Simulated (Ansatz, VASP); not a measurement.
GaP in VASP and in Ansatz

Contents of INCAR:

```
ALGO = Normal ; EDIFF = 1E-6
ENCUT = 520 ; GGA = PE
ISIF = 2 ; ISMEAR = 0
LASPH = T ; LCHARG = F
LREAL = Auto ; LWAVE = F
NBANDS = 86 ; NELM = 60
PREC = Accurate ; SIGMA = 0.01
```

File KPOINTS:

```
k-points
0
Gamma
  2 2 2
```

POSCAR

```
GaP
1.0
    0.0000000000      5.5051169668     -5.5051169668
    5.5051169668      5.5051169668      0.0000000000
    5.5051169668      0.0000000000     -5.5051169668
Ga P
8 8
Direct
    0.0000000000      0.0000000000      0.5000000000
    0.0000000000      0.5000000000      0.5000000000
    0.5000000000      0.0000000000      0.5000000000
    0.5000000000      0.5000000000      0.5000000000
    0.0000000000      0.0000000000      1.0000000000
    0.0000000000      0.5000000000      1.0000000000
    0.5000000000      0.0000000000      1.0000000000
    0.5000000000      0.5000000000      1.0000000000
    0.1250000000      0.1250000000      0.1250000000
    0.1250000000      0.6250000000      0.1250000000
    0.6250000000      0.1250000000      0.1250000000
    0.6250000000      0.6250000000      0.1250000000
    0.1250000000      0.1250000000      0.6250000000
    0.1250000000      0.6250000000      0.6250000000
    0.6250000000      0.1250000000      0.6250000000
    0.6250000000      0.6250000000      0.6250000000
```

Input for Ansatz:

```yaml
crystal:
  lattice:
    - [0.0, 5.5051169668, -5.5051169668]
    - [5.5051169668, 5.5051169668, 0.0]
    - [5.5051169668, 0.0, -5.5051169668]
  atoms:
    - { symbol: Ga, position: [0.0, 0.0, 0.5] }
    - { symbol: Ga, position: [0.0, 0.5, 0.5] }
    - { symbol: Ga, position: [0.5, 0.0, 0.5] }
    - { symbol: Ga, position: [0.5, 0.5, 0.5] }
    - { symbol: Ga, position: [0.0, 0.0, 1.0] }
    - { symbol: Ga, position: [0.0, 0.5, 1.0] }
    - { symbol: Ga, position: [0.5, 0.0, 1.0] }
    - { symbol: Ga, position: [0.5, 0.5, 1.0] }
    - { symbol: P, position: [0.125, 0.125, 0.125] }
    - { symbol: P, position: [0.125, 0.625, 0.125] }
    - { symbol: P, position: [0.625, 0.125, 0.125] }
    - { symbol: P, position: [0.625, 0.625, 0.125] }
    - { symbol: P, position: [0.125, 0.125, 0.625] }
    - { symbol: P, position: [0.125, 0.625, 0.625] }
    - { symbol: P, position: [0.625, 0.125, 0.625] }
    - { symbol: P, position: [0.625, 0.625, 0.625] }
basis:
  ecutwfc: 420
  xc_grid: 2
kpoints:
  mp_grid: { grid: [2, 2, 2], shift: [0.0, 0.0, 0.0] }
hamiltonian:
  xc: pbe
scf:
  occupations: { method: gaussian, width: 0.01 }
output:
  forces: true
  stress: true
  eigenvalues: true
  write_density: true
  write_potential: true
  elf: true
  volumetric_format: npy
```

Alike in both runs: task single point; functional PBE; k mesh 2 × 2 × 2; occupations gaussian, width 0.01 eV; no spin polarisation.

|  | VASP | Ansatz |
| --- | --- | --- |
| version | VASP 6.6.1 | Ansatz 0.2.0 |
| potentials or method | VASP PAW PBE potentials, release 64 (Ga_d, P), cutoff 520 eV | scalar-relativistic, plane waves, PAW |
| valence electrons in the cell | 144 | 144 |

```csv
,VASP,Ansatz,Ansatz less VASP
gap on the k mesh at the Fermi level (eV),1.56,1.57,+0.002
least direct gap on the mesh (eV),1.56,1.57,+0.002
pressure (GPa),0.4,0.4,-0.01
```

The functional is the same, so the differences come from potentials, cutoffs and numerics.

The k mesh is coarse, so the values compare programs but aren't converged.
